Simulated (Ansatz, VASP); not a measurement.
Two plane-wave programs on Mg3Sn3N

```
Mg Sn N
1.0
     3.38489    0.00000    0.00000
    -1.69245    2.93140    0.00000
     0.00000    0.00000   14.95603
Mg Sn N
3 3 1
Direct
  0.33333 0.66667 0.07001
  0.66667 0.33333 0.93318
  0.33333 0.66667 0.74887
  0.66667 0.33333 0.41556
  0.00000 0.00000 0.58718
  0.00000 0.00000 0.24370
  0.00000 0.00000 0.00151
```

Alike in both runs: functional PBE; k mesh 5 × 5 × 2; occupations gaussian, width 0.2 eV; no spin polarisation.

Ansatz relaxed the structure, and its values are those at the end. VASP's run is a single point on that final structure, the one shown.

|  | VASP | Ansatz |
| --- | --- | --- |
| version | VASP 6.6.1 | Ansatz 0.2.0 |
| potentials or method | VASP PAW PBE potentials, release 64 (Mg, Sn_d, N), cutoff 520 eV | scalar-relativistic, plane waves, PAW |
| valence electrons in the cell | 53 | 77 |

VASP gave:

* gap on the k mesh at the Fermi level (eV): none
* pressure (GPa): -0.2
* rms of the force components (eV/Å): 0.023

Task: Which values does Ansatz return?

Result: gap on the k mesh at the Fermi level (eV): none; pressure (GPa): 0.0; rms of the force components (eV/Å): 0.014.

A gap of «none» marks a metal or a gap that the smearing closes. The functional is the same, so the differences come from potentials, cutoffs and numerics. VASP's potentials hold 53 valence electrons a cell and Ansatz's 77, so a difference there can come from the potentials and not from the codes.

The k mesh is coarse, so the values compare programs but aren't converged.
